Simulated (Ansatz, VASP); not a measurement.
# Ga in VASP and in Ansatz

File INCAR:

```
PREC = Accurate
ENCUT = 520
EDIFF = 1E-7
ISMEAR = -1
SIGMA = 0.1
LREAL = F
LASPH = T
NELM = 60
ALGO = Normal
ISIF = 2
LWAVE = F
LCHARG = T
LELF = T
LVHAR = T
NBANDS = 26
```

Contents of KPOINTS:

```
regular mesh
0
Gamma
  9 9 12
```

Contents of POSCAR:

```
Ga
1.0
    4.3617992712      0.0000000000      0.0000000000
   -2.1808996356      3.7774289750      0.0000000000
    0.0000000000      0.0000000000      2.7966690565
Ga
3
Direct
    0.0000000000      0.0000000000      0.0000000000
    0.3333333333      0.6666666667      0.5000000000
    0.6666666667      0.3333333333      0.5000000000
```

Input for Ansatz:

```yaml
crystal:
  lattice:
    - [4.3617992712, 0.0, 0.0]
    - [-2.1808996356, 3.777428975, 0.0]
    - [0.0, 0.0, 2.7966690565]
  atoms:
    - { symbol: Ga, position: [0.0, 0.0, 0.0] }
    - { symbol: Ga, position: [0.3333333333, 0.6666666667, 0.5] }
    - { symbol: Ga, position: [0.6666666667, 0.3333333333, 0.5] }
hamiltonian:
  xc: lda
  pseudopotentials:
    kind: paw
    azcp:
      Ga: "pseudopotentials/Ga.paw.azcp"
basis:
  ecutwfc: 420
  fft_grid_basis: typed
kpoints:
  mp_grid: { grid: [9, 9, 12], shift: [0, 0, 0] }
magnetization:
  spin_polarized: false
scf:
  occupations: { method: fermi_dirac, width: 0.1 }
  lower_state_search: "off"
output:
  stress: true
```

Alike in both runs: task single point; functional LDA; k mesh 9 × 9 × 12; occupations fermi-dirac, width 0.1 eV; no spin polarisation.

|  | VASP | Ansatz |
| --- | --- | --- |
| version | VASP 6.6.1 | Ansatz 0.2.0 |
| potentials or method | VASP PAW LDA potentials, release 64 (Ga_d), cutoff 520 eV | plane waves (420 eV) with PAW, scalar-relativistic |
| valence electrons in the cell | 39 | 39 |

|  | VASP | Ansatz | Ansatz less VASP |
| --- | --- | --- | --- |
| pressure (GPa) | 11.5 | 11.1 | -0.34 |
| traceless stress, the component that is largest in VASP (GPa) | -1.61 | -1.54 | +0.067 |

Ansatz warns that its potentials were made for another functional, while VASP's fit it. LDA's correlation is that of Perdew and Zunger in VASP and of Perdew and Wang (1992) in Ansatz.
